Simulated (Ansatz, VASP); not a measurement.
**MgBe2Te2O in VASP and in Ansatz**

File INCAR:

```
SYSTEM = MgBe2Te2O
ALGO = Normal
EDIFF = 1E-6
EDIFFG = -0.01
ENCUT = 600
GGA = PE
IBRION = 2
ISIF = 3
ISMEAR = 0
LASPH = .TRUE.
LCHARG = .FALSE.
LREAL = .FALSE.
LWAVE = .FALSE.
NELM = 100
NSW = 100
PREC = Accurate
SIGMA = 0.1
```

KPOINTS

```
k-points
0
G
  12 12 6
  0 0 0
```

File POSCAR:

```
MgBe2Te2O
1.0
    3.9507099966      0.0000000000      0.0000000000
   -1.9753549983      3.4214152200      0.0000000000
    0.0000000000      0.0000000000      7.7848514413
Mg Be Te O
1 2 2 1
Direct
    0.0000000000      0.0000000000      0.5000000000
    0.3333333333      0.6666666667      0.2999205891
    0.6666666667      0.3333333333      0.7000794109
    0.3333333333      0.6666666667      0.7969544455
    0.6666666667      0.3333333333      0.2030455545
    0.0000000000      0.0000000000      0.0000000000
```

Input for Ansatz:

```yaml
crystal:
  lattice:
    - [3.9507099966, 0.0, 0.0]
    - [-1.9753549983, 3.42141522, 0.0]
    - [0.0, 0.0, 7.7848514413]
  atoms:
    - { symbol: Mg, position: [0.0, 0.0, 0.5] }
    - { symbol: Be, position: [0.3333333333, 0.6666666667, 0.2999205891] }
    - { symbol: Be, position: [0.6666666667, 0.3333333333, 0.7000794109] }
    - { symbol: Te, position: [0.3333333333, 0.6666666667, 0.7969544455] }
    - { symbol: Te, position: [0.6666666667, 0.3333333333, 0.2030455545] }
    - { symbol: O, position: [0.0, 0.0, 0.0] }
basis:
  ecutwfc: 420
kpoints:
  mp_grid: { grid: [12, 12, 6] }
hamiltonian:
  xc: pbe
scf:
  occupations: { method: gaussian, width: 0.1 }
output:
  forces: true
  stress: true
  eigenvalues: true
  write_density: true
  write_potential: true
  elf: true
  volumetric_format: npy
relax:
  adjacent_minimum: "off"
  f_tol: 0.01
  max_steps: 80
  cell: { stress_tol: 0.05 }
```

Change from the starting cell: species swapped into the LiCeCu2P2 type (P-3m1, No. 164).

Alike in both runs: task relaxation of cell and atoms; functional PBE; k mesh 12 × 12 × 6; occupations gaussian, width 0.1 eV; no spin polarisation.

|  | VASP | Ansatz |
| --- | --- | --- |
| version | VASP 6.6.1 | Ansatz 0.2.0 |
| potentials or method | VASP PAW PBE potentials, release 64 (Mg, Be, Te, O), cutoff 600 eV | scalar-relativistic, plane waves, PAW |
| valence electrons in the cell | 24 | 52 |

Ansatz gave:

| Property | Result |
| --- | --- |
| gap on the k mesh at the Fermi level, each at its own relaxed structure (eV) | none |
| relaxed volume (Å³/atom) | 17.59 |
| relaxed cell length with the largest relative difference (Å) | 3.951 |

Q: Estimate VASP's values.

A: gap on the k mesh at the Fermi level, each at its own relaxed structure (eV): none; relaxed volume (Å³/atom): 17.56; relaxed cell length with the largest relative difference (Å): 3.947.

A gap of «none» marks a metal or a gap that the smearing closes. VASP's potentials hold 24 valence electrons a cell and Ansatz's 52, so a difference there can come from the potentials and not from the codes.

Spin-orbit coupling is off throughout.
